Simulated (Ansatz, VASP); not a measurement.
**One calculation of Ni3N4, two programs**

The input INCAR:

```
SYSTEM = Ni3N4
PREC = Accurate
ENCUT = 520
EDIFF = 1E-6
ISMEAR = 0
SIGMA = 0.1
LREAL = .False.
LASPH = .True.
NELM = 60
ALGO = Normal
ISIF = 2
LWAVE = .False.
LCHARG = .False.
GGA = PE
NBANDS = 34
```

File KPOINTS:

```
Automatic mesh
0
Gamma
  10 10 10
  0 0 0
```

Contents of POSCAR:

```
Ni3N4
1.0
    3.9585286300      0.0000000000      0.0000000000
    0.0000000000      3.9585286300      0.0000000000
    0.0000000000      0.0000000000      3.9585286300
Ni N
3 4
Direct
    0.5000000000      0.5000000000      0.0000000000
    0.0000000000      0.5000000000      0.5000000000
    0.5000000000      0.0000000000      0.5000000000
    0.5000000000      0.5000000000      0.5000000000
    0.5000000000      0.0000000000      0.0000000000
    0.0000000000      0.5000000000      0.0000000000
    0.0000000000      0.0000000000      0.5000000000
```

Input for Ansatz:

```yaml
crystal:
  lattice:
    - [3.95852863, 0.0, 0.0]
    - [0.0, 3.95852863, 0.0]
    - [0.0, 0.0, 3.95852863]
  atoms:
    - { symbol: Ni, position: [0.5, 0.5, 0.0] }
    - { symbol: Ni, position: [0.0, 0.5, 0.5] }
    - { symbol: Ni, position: [0.5, 0.0, 0.5] }
    - { symbol: "N", position: [0.5, 0.5, 0.5] }
    - { symbol: "N", position: [0.5, 0.0, 0.0] }
    - { symbol: "N", position: [0.0, 0.5, 0.0] }
    - { symbol: "N", position: [0.0, 0.0, 0.5] }
basis:
  ecutwfc: 420
kpoints:
  mp_grid: { grid: [10, 10, 10] }
  band_path:
    path:
      - [[0.0, 0.0, 0.0], [0.0, 0.5, 0.0], [0.5, 0.5, 0.0], [0.0, 0.0, 0.0], [0.5, 0.5, 0.5], [0.0, 0.5, 0.0]]
      - [[0.5, 0.5, 0.5], [0.5, 0.5, 0.0]]
    npoints: 14
hamiltonian:
  xc: pbe
scf:
  occupations: { method: gaussian, width: 0.1 }
  n_extra_bands: 17
output:
  forces: true
  stress: true
  eigenvalues: true
  populations: true
  dos: { projected: true, de: 0.02, nscf_kmesh: { grid: [12, 12, 12] } }
  bader: true
  write_density: true
  write_potential: true
  elf: true
  volumetric_format: npy
```

Alike in both runs: task single point; functional PBE; k mesh 10 × 10 × 10; occupations gaussian, width 0.1 eV; no spin polarisation.

```csv
,VASP,Ansatz
version,VASP 6.6.1,Ansatz 0.2.0
potentials or method,"VASP PAW PBE potentials, release 64 (Ni, N), cutoff 520 eV","scalar-relativistic, plane waves, PAW"
valence electrons in the cell,50,74
```

|  | VASP | Ansatz | Ansatz less VASP |
| --- | --- | --- | --- |
| gap on the k mesh at the Fermi level (eV) | none | none | - |
| pressure (GPa) | 0.2 | 0.0 | -0.22 |

A gap of «none» marks a metal or a gap that the smearing closes. VASP's potentials hold 50 valence electrons a cell and Ansatz's 74, so a difference there can come from the potentials and not from the codes.
